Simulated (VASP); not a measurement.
Input of a VASP 6.6.1 run:

POSCAR

```
WS2
1.0
    3.1597166908      0.0000000000      0.0000000000
   -1.5798583454      2.7363949230      0.0000000000
    0.0000000000      0.0000000000     16.9394672486
W S
1 2
Direct
    0.3333333333      0.6666666667      0.0000000000
    0.6666666667      0.3333333333      0.9069626209
    0.6666666667      0.3333333333      0.0930373791
```

Contents of INCAR.step1:

```
SYSTEM = WS2
ALGO = Normal
EDIFF = 1E-4
ENCUT = 520
GGA = PE
ISMEAR = 0
LASPH = .TRUE.
LCHARG = .FALSE.
LREAL = .FALSE.
LWAVE = .TRUE.
NBANDS = 20
NELM = 60
PREC = Accurate
SIGMA = 0.02
```

INCAR.step2

```
SYSTEM = WS2
ALGO = Normal
EDIFF = 1E-6
ENCUT = 520
ISIF = 2
ISMEAR = 0
ISTART = 1
LASPH = .TRUE.
LCHARG = .FALSE.
LMIXTAU = .TRUE.
LREAL = .FALSE.
LWAVE = .FALSE.
METAGGA = R2SCAN
NBANDS = 20
NELM = 60
PREC = Accurate
SIGMA = 0.02
```

File KPOINTS:

```
k-points
0
G
  12 12 2
  0 0 0
```

Potentials or basis: VASP PAW PBE potentials, release 64 (W_sv, S).

Run with:

```console
$ cat potpaw_PBE.64/W_sv/POTCAR potpaw_PBE.64/S/POTCAR > POTCAR
$ cp INCAR.step1 INCAR
$ mpirun -np 1 vasp_std > vasp.out
$ cp INCAR.step2 INCAR
$ mpirun -np 1 vasp_std > vasp.out
```

Q: Estimate the largest force.

A: 0.176 eV/Å.

Q: Estimate the band gap on the k mesh.

A: 2.05 eV.

Forces on the atoms (eV/Å):
```
W    0.000  0.000  0.000
S    0.000  0.000  0.176
S    0.000  0.000 -0.176
```

Caveat: the PAW data sets were made with another functional, which shifts forces and pressure a little; spin-orbit coupling is left out, which moves the levels of the heavy elements.
